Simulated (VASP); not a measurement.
# NaI (F-43m) in VASP: further runs, part 2 of 2

VASP 6.6.1.

## 3. Single point, PBE

INCAR

```
ALGO = Normal ; EDIFF = 1E-7
ENCUT = 520 ; GGA = PE
ISIF = 2 ; ISMEAR = 0
LASPH = T ; LCHARG = T
LELF = T ; LREAL = F
LVHAR = T ; LWAVE = F
NBANDS = 14 ; NELM = 100
PREC = Accurate ; SIGMA = 0.01
```

KPOINTS

```
k-points
0
Gamma
  6 6 6
```

POSCAR

```
NaI
1.0
    0.0000000000      3.5431916338      3.5431916338
    3.5431916338      0.0000000000      3.5431916338
    3.5431916338      3.5431916338      0.0000000000
Na I
1 1
Direct
    0.0000000000      0.0000000000      0.0000000000
    0.2500000000      0.2500000000      0.2500000000
```

Potentials or basis: VASP PAW PBE potentials, release 64 (Na_pv, I).

Launch:

```
> cat potpaw_PBE.64/Na_pv/POTCAR potpaw_PBE.64/I/POTCAR > POTCAR
> mpirun -np 1 vasp_std > vasp.out
```

OUTCAR:

```text
EDIFF = 1E-7
   ENCUT = 520
   GGA = PE
   ISIF = 2
   ISMEAR = 0
   LASPH = T
   LREAL = F
   NELM = 100
   PREC = Accurate

 ion  position               nearest neighbor table
   1  0.000  0.000  0.000-   2 3.07   2 3.07   2 3.07   2 3.07
   2  0.250  0.250  0.250-   1 3.07   1 3.07   1 3.07   1 3.07

  LATTYP: Found a face centered cubic cell.
 ALAT       =     7.0863832676

  Lattice vectors:

 A1 = (   0.0000000000,   3.5431916338,   3.5431916338)
 A2 = (   3.5431916338,   0.0000000000,   3.5431916338)
 A3 = (   3.5431916338,   3.5431916338,   0.0000000000)

Analysis of symmetry for initial positions (statically):
=====================================================================
 Subroutine PRICEL returns:
 Original cell was already a primitive cell.

 Routine SETGRP: Setting up the symmetry group for a
 face centered cubic supercell.

 Subroutine GETGRP returns: Found 24 space group operations
 (whereof 24 operations were pure point group operations)
 out of a pool of 48 trial point group operations.

The static configuration has the point symmetry T_d .

Analysis of symmetry for dynamics (positions and initial velocities):
=====================================================================
 Subroutine PRICEL returns:
 Original cell was already a primitive cell.

 Routine SETGRP: Setting up the symmetry group for a
 face centered cubic supercell.

 Subroutine GETGRP returns: Found 24 space group operations
 (whereof 24 operations were pure point group operations)
 out of a pool of 48 trial point group operations.

The dynamic configuration has the point symmetry T_d .

 Subroutine INISYM returns: Found 24 space group operations
 (whereof 24 operations are pure point group operations),
 and found     1 'primitive' translations

----------------------------------------------------------------------------------------

                                     Primitive cell

  volume of cell :      88.9639

  direct lattice vectors                    reciprocal lattice vectors
     0.000000000  3.543191634  3.543191634    -0.141115709  0.141115709  0.141115709
     3.543191634  0.000000000  3.543191634     0.141115709 -0.141115709  0.141115709
     3.543191634  3.543191634  0.000000000     0.141115709  0.141115709 -0.141115709

  length of vectors
     5.010829663  5.010829663  5.010829663     0.244419578  0.244419578  0.244419578

  position of ions in fractional coordinates (direct lattice)
     0.000000000  0.000000000  0.000000000
     0.250000000  0.250000000  0.250000000

  ion indices of the primitive-cell ions
   primitive index   ion index
                 1           1
                 2           2

----------------------------------------------------------------------------------------

 KPOINTS: k-points

Automatic generation of k-mesh.
 Grid dimensions read from file:
 generate k-points for:    6    6    6

 Generating k-lattice:

  Cartesian coordinates                     Fractional coordinates (reciprocal lattice)
    -0.023519285  0.023519285  0.023519285     0.166666667  0.000000000  0.000000000
     0.023519285 -0.023519285  0.023519285     0.000000000  0.166666667  0.000000000
     0.023519285  0.023519285 -0.023519285     0.000000000  0.000000000  0.166666667

  Length of vectors
[... 29 lines left out ...]
   number of dos      NEDOS =    301   number of ions     NIONS =      2
   total plane-waves  NPLWV =  64000
   dimension x,y,z NGX =    40 NGY =   40 NGZ =   40
   dimension x,y,z NGXF=    80 NGYF=   80 NGZF=   80
   ions per type =               1   1
   NGX,Y,Z   is equivalent  to a cutoff of  13.27, 13.27, 13.27 a.u.
   NGXF,Y,Z  is equivalent  to a cutoff of  26.54, 26.54, 26.54 a.u.
 SYSTEM =  unknown system
   PREC   = accura    normal or accurate (medium, high low for compatibility)
   ISTART =      0    job   : 0-new  1-cont  2-samecut
   ICHARG =      2    charge: 1-file 2-atom 10-const
   ISPIN  =      1    spin polarized calculation?
   LNONCOLLINEAR =      F non collinear calculations
   LSORBIT =      F    spin-orbit coupling
   LASPH  =      T    aspherical Exc in radial PAW
   ENCUT  =  520.0 eV  38.22 Ry    6.18 a.u.   9.32  9.32  9.32*2*pi/ulx,y,z
   NELM   =    100;   NELMIN=  2; NELMDL= -5     # of ELM steps
   EDIFF  = 0.1E-06   stopping-criterion for ELM
   LREAL  =      F    real-space projection
   EDIFFG = 0.1E-05   stopping-criterion for IOM
   NSW    =      0    number of steps for IOM
   IBRION =     -1    ionic relax: 0-MD 1-quasi-New 2-CG
   NFREE  =      0    steps in history (QN), initial steepest desc. (CG)
   ISIF   =      2    stress and relaxation
   ISYM   =      2    0-nonsym 1-usesym 2-fastsym
   POTIM  = 0.5000    time-step for ionic-motion
   TEBEG  =    0.0;   TEEND  =   0.0 temperature during run
   PSTRESS=    0.0 pullay stress
   NELECT =      14.0000    total number of electrons
   NUPDOWN=      -1.0000    fix difference up-down
   EMIN   =  10.00;   EMAX   =-10.00  energy-range for DOS
   EFERMI =   0.00;   METHOD = LEGACY
   ISMEAR =     0;   SIGMA  =   0.01  broadening in eV -4-tet -1-fermi 0-gaus
   EFERMI_NEDOS =   21; number of points for ismear=-14 and -15
   IALGO  =     38    algorithm
   IMIX   =      4    mixing-type and parameters
     AMIX     =   0.40;   BMIX     =  1.00
     AMIX_MAG =   1.60;   BMIX_MAG =  1.00
  volume/ion in A,a.u.               =      44.48       300.18
  Fermi-wavevector in a.u.,A,eV,Ry     =   0.883852  1.670238 10.628794  0.781194
  Thomas-Fermi vector in A             =   2.004674
   LORBIT       =      0    0 simple, 1 ext, 2 COOP (PROOUT), +10 PAW based schemes
   GGA     = PE    functional components
   LHFCALC =     F    Hartree Fock is set to
   AEXX    =    0.0000 exact exchange contribution
   IVDW    =     0    specifies the selected vdW correction
   LEPSILON=     F    determine dielectric tensor
   LRPA    =     F    only Hartree local field effects (RPA)
 non-spin polarized calculation
 Gauss-broadening in eV      SIGMA  =   0.01
  energy-cutoff  :      520.00
  volume of cell :       88.96
 maximum number of plane-waves:      2421
 NGX is ok and might be reduce to    40
   NGX = 19   NGY = 19   NGZ = 19

 number of electron      14.0000001 magnetization

 Free energy of the ion-electron system (eV)
  ---------------------------------------------------
  ext. energy  EPLUGINS =         0.00000000
  ---------------------------------------------------
  free energy    TOTEN  =        -5.29019770 eV

  energy without entropy =       -5.29019770  energy(sigma->0) =       -5.29019770

 E-fermi :  -1.0479     XC(G=0):  -6.4611

 val. band max:       -1.1098236773   @ k =   0.0000   0.0000   0.0000
 cond. band min:       2.7123860781   @ k =   0.0000   0.0000   0.0000
 fundamental gap:      3.8222097553
 Fermi energy:        -1.0479468760

 k-point     1 :       0.0000    0.0000    0.0000
  band No.  band energies     occupation
      1     -23.1984      2.00000
      2     -23.1984      2.00000
      3     -23.1984      2.00000
      4     -11.5427      2.00000
      5      -1.1098      2.00000
      6      -1.1098      2.00000
      7      -1.1098      2.00000
      8       2.7124      0.00000
      9       6.7894      0.00000
     10       6.7894      0.00000
     11       6.7894      0.00000
     12       8.5607      0.00000
     13       8.5607      0.00000
     14       9.8637      0.00000
[... 241 lines left out ...]
      1     -23.2009      2.00000
      2     -23.1993      2.00000
      3     -23.1991      2.00000
      4     -11.3709      2.00000
      5      -2.0904      2.00000
      6      -1.7079      2.00000
      7      -1.5463      2.00000
      8       4.6512      0.00000
      9       5.6699      0.00000
     10       7.0552      0.00000
     11       7.3242      0.00000
     12       9.5496      0.00000
     13      10.3209      0.00000
     14      10.6377      0.00000

------------------------ aborting loop because EDIFF is reached ----------------------------------------

  FORCE on cell =-STRESS in cart. coord.  units (eV):
  Direction    XX          YY          ZZ          XY          YZ          ZX
  --------------------------------------------------------------------------------------
  -------------------------------------------------------------------------------------
  Total        0.2141031      0.2141031      0.2141031     -0.0000000     -0.0000000      0.0000000
  in kB        3.8558449      3.8558449      3.8558449     -0.0000000     -0.0000000      0.0000000
  external PRESSURE =       3.8558449 kB  Pullay stress =       0.0000000 kB

 VOLUME and BASIS-vectors are now :
 -----------------------------------------------------------------------------
  energy-cutoff  :      520.00
  volume of cell :       88.96
      direct lattice vectors                 reciprocal lattice vectors
     0.000000000  3.543191634  3.543191634    -0.141115709  0.141115709  0.141115709
     3.543191634  0.000000000  3.543191634     0.141115709 -0.141115709  0.141115709
     3.543191634  3.543191634  0.000000000     0.141115709  0.141115709 -0.141115709

 POSITION                                       TOTAL-FORCE (eV/Angst)
 -----------------------------------------------------------------------------------
      0.00000      0.00000      0.00000        -0.000000     -0.000000     -0.000000
      1.77160      1.77160      1.77160         0.000000      0.000000      0.000000
 -----------------------------------------------------------------------------------
    total drift:                                0.000001      0.000001      0.000001

  FREE ENERGIE OF THE ION-ELECTRON SYSTEM (eV)
  ---------------------------------------------------
  free  energy   TOTEN  =        -5.2901976975 eV

  energy  without entropy=       -5.2901976975  energy(sigma->0) =       -5.29019770
```

OSZICAR:

```text
N       E                     dE             d eps       ncg     rms          rms(c)
DAV:   1     0.826852003105E+02    0.82685E+02   -0.63580E+03   448   0.839E+02
DAV:   2     0.189692136990E+01   -0.80788E+02   -0.74002E+02   502   0.202E+02
DAV:   3    -0.519782211020E+01   -0.70947E+01   -0.70581E+01   580   0.605E+01
DAV:   4    -0.538587619015E+01   -0.18805E+00   -0.18803E+00   590   0.103E+01
DAV:   5    -0.538894642108E+01   -0.30702E-02   -0.30702E-02   624   0.124E+00    0.164E+00
DAV:   6    -0.528853855007E+01    0.10041E+00   -0.13138E-01   520   0.169E+00    0.113E+00
DAV:   7    -0.528048690018E+01    0.80516E-02   -0.10457E-01   532   0.138E+00    0.707E-01
DAV:   8    -0.528996939404E+01   -0.94825E-02   -0.10470E-02   490   0.661E-01    0.212E-01
DAV:   9    -0.528979930244E+01    0.17009E-03   -0.22785E-04   568   0.133E-01    0.675E-02
DAV:  10    -0.529017660305E+01   -0.37730E-03   -0.45681E-04   484   0.130E-01    0.194E-02
DAV:  11    -0.529019466014E+01   -0.18057E-04   -0.45344E-05   574   0.533E-02    0.520E-03
DAV:  12    -0.529019712777E+01   -0.24676E-05   -0.39990E-06   544   0.112E-02    0.296E-03
DAV:  13    -0.529019771849E+01   -0.59072E-06   -0.67481E-07   574   0.460E-03    0.749E-04
DAV:  14    -0.529019769755E+01    0.20938E-07   -0.31139E-08   554   0.131E-03
   1 F= -.52901977E+01 E0= -.52901977E+01  d E =-.184445E-20
```

stdout:

```text
POSCAR found type information on POSCAR NaI
 POSCAR found :  2 types and       2 ions
 scaLAPACK will be used
 LDA part: xc-table for (Slater+PW92), standard interpolation
 POSCAR, INCAR and KPOINTS ok, starting setup
 FFT: planning ... GRIDC
 FFT: planning ... GRID_SOFT
 FFT: planning ... GRID
 WAVECAR not read
 entering main loop
```

Run time: 22 s. Hardware: 1 thread of Intel Xeon Platinum 8259CL at 2.50GHz (Skylake/Cascade Lake), shared host; peak memory 0.24 GiB.

Results:

| Property | Result |
| --- | --- |
| Free energy | -5.2902 eV |
| Pressure | 0.4 GPa |
| Band gap on the k mesh | 3.82 eV, direct |

Caveat: spin-orbit coupling is left out, which moves the levels of the heavy elements. PBE gaps usually lie below the measured ones, often by a third to a half.

## 4. Single point, r2SCAN

POSCAR is that of step 3.

INCAR.step1

```
PREC = Accurate ; ENCUT = 520
ISMEAR = 0 ; SIGMA = 0.01
LREAL = False ; LASPH = True
NELM = 100 ; NBANDS = 14
GGA = PE ; ALGO = Normal
EDIFF = 1E-4 ; LWAVE = True
LCHARG = False
```

INCAR.step2

```
PREC = Accurate ; ENCUT = 520
EDIFF = 1E-7 ; ISMEAR = 0
SIGMA = 0.01 ; LREAL = False
LASPH = True ; NELM = 100
ALGO = Normal ; ISIF = 2
LWAVE = False ; LCHARG = False
METAGGA = R2SCAN ; LMIXTAU = True
NBANDS = 14 ; ISTART = 1
```

KPOINTS

```
regular mesh
0
Gamma
  6 6 6
```

Launch:

```
> cat potpaw_PBE.64/Na_pv/POTCAR potpaw_PBE.64/I/POTCAR > POTCAR
> cp INCAR.step1 INCAR
> mpirun -np 1 vasp_std > vasp.out
> cp INCAR.step2 INCAR
> mpirun -np 1 vasp_std > vasp.out
```

Run time: 92 s. Hardware: 1 thread of Intel Xeon Platinum 8259CL at 2.50GHz (Skylake/Cascade Lake), shared host; peak memory 0.26 GiB.

The run converged. Its results:

```yaml
Free_energy: -30.9178 eV
Pressure: -0.1 GPa
Band_gap_on_the_k_mesh: 4.42 eV, direct
```

Levels at points of the mesh, in eV from the valence-band top:
| k point | band 3 | band 4 | band 5 | band 6 | band 7 | band 8 | band 9 | band 10 | band 11 | band 12 |
| --- | --- | --- | --- | --- | --- | --- | --- | --- | --- | --- |
| (0.00, 0.00, 0.00) | -22.88 | -10.74 | 0.00 | 0.00 | 0.00 | 4.42 | 8.57 | 8.57 | 8.57 | 10.27 |
| (0.50, 0.00, 0.00) | -22.88 | -10.60 | -1.22 | -0.13 | -0.13 | 6.10 | 8.19 | 8.24 | 8.24 | 11.32 |
| (0.50, 0.50, 0.00) | -22.88 | -10.55 | -1.12 | -0.40 | -0.40 | 5.57 | 6.85 | 9.84 | 11.24 | 11.24 |

Caveat: the PAW data sets were made with another functional, which shifts forces and pressure a little; spin-orbit coupling is left out, which moves the levels of the heavy elements. r2SCAN opens gaps a little over a GGA but as a rule still falls short of measured ones.

## 5. Single point, HSE06

POSCAR is that of step 4.

INCAR.step1

```
  PREC = Accurate
  ENCUT = 520
  EDIFF = 1E-5
  ISMEAR = 0
  SIGMA = 0.01
  LREAL = False
  LASPH = True
  NELM = 100
  ALGO = Normal
  ISIF = 2
  LWAVE = True
  GGA = PE
  NBANDS = 14
```

INCAR.step2

```
  PREC = Accurate
  ENCUT = 520
  EDIFF = 1E-7
  ISMEAR = 0
  SIGMA = 0.01
  LREAL = False
  LASPH = True
  NELM = 100
  ALGO = Normal
  ISIF = 2
  LWAVE = False
  LCHARG = True
  GGA = PE
  LHFCALC = True
  HFSCREEN = 0.2079
  PRECFOCK = Normal
  LELF = True
  LVHAR = True
  ISTART = 1
  NBANDS = 14
```

KPOINTS

```
Automatic mesh
0
Gamma
  4 4 4
```

Launch:

```
> cat potpaw_PBE.64/Na_pv/POTCAR potpaw_PBE.64/I/POTCAR > POTCAR
> cp INCAR.step1 INCAR
> mpirun -np 1 vasp_std > vasp.out
> cp INCAR.step2 INCAR
> mpirun -np 1 vasp_std > vasp.out
```

It took 9.5 min on 1 thread of Intel Xeon Platinum 8259CL at 2.50GHz (Skylake/Cascade Lake), shared host; peak memory 0.35 GiB.

Results (log left out):

- Free energy: -6.1521 eV
- Pressure: 0.2 GPa
- Band gap on the k mesh: 4.80 eV, direct

Levels at points of the mesh, in eV from the valence-band top:
| k point | band 4 | band 5 | band 6 | band 7 | band 8 | band 9 | band 10 | band 11 |
| --- | --- | --- | --- | --- | --- | --- | --- | --- |
| (0.00, 0.00, 0.00) | -11.32 | 0.00 | 0.00 | 0.00 | 4.80 | 9.01 | 9.01 | 9.01 |
| (0.50, 0.00, 0.00) | -11.17 | -1.29 | -0.14 | -0.14 | 6.45 | 8.74 | 8.74 | 8.74 |
| (0.50, 0.50, 0.00) | -11.12 | -1.19 | -0.43 | -0.43 | 6.12 | 7.24 | 10.19 | 11.63 |

Caveat: the PAW data sets were made with another functional, which shifts forces and pressure a little; spin-orbit coupling is left out, which moves the levels of the heavy elements.

## 6. The runs side by side

| level | k mesh | grid for exact exchange (PRECFOCK) | screening parameter | gap on the mesh (eV) | pressure (GPa) |
| --- | --- | --- | --- | --- | --- |
| PBE | 6 × 6 × 6 | - | - | 3.82 | 0.4 |
| r2SCAN | 6 × 6 × 6 | - | - | 4.42 | -0.1 |
| HSE06 | 4 × 4 × 4 | Normal | 0.2079 1/Å | 4.80 | 0.2 |

Alike in all rows: task single point; potentials or basis VASP PAW PBE potentials, release 64 (Na_pv, I); no spin polarisation; cell as given; cutoff (eV) 520; smearing gaussian 0.01 eV.

On the cell as given the gap runs from 3.82 eV (PBE) to 4.80 eV (HSE06); the meshes differ, which moves gaps too. The pressure there spans -0.1 GPa (r2SCAN) to 0.4 GPa (PBE); a positive pressure means that this level wants a larger cell, a negative one a smaller.

Caveats: spin-orbit coupling is left out, which moves the levels of the heavy elements; the PAW data sets were made with another functional, which shifts forces and pressure a little (some runs).

Absolute energies hang on the potentials; compare differences alone.
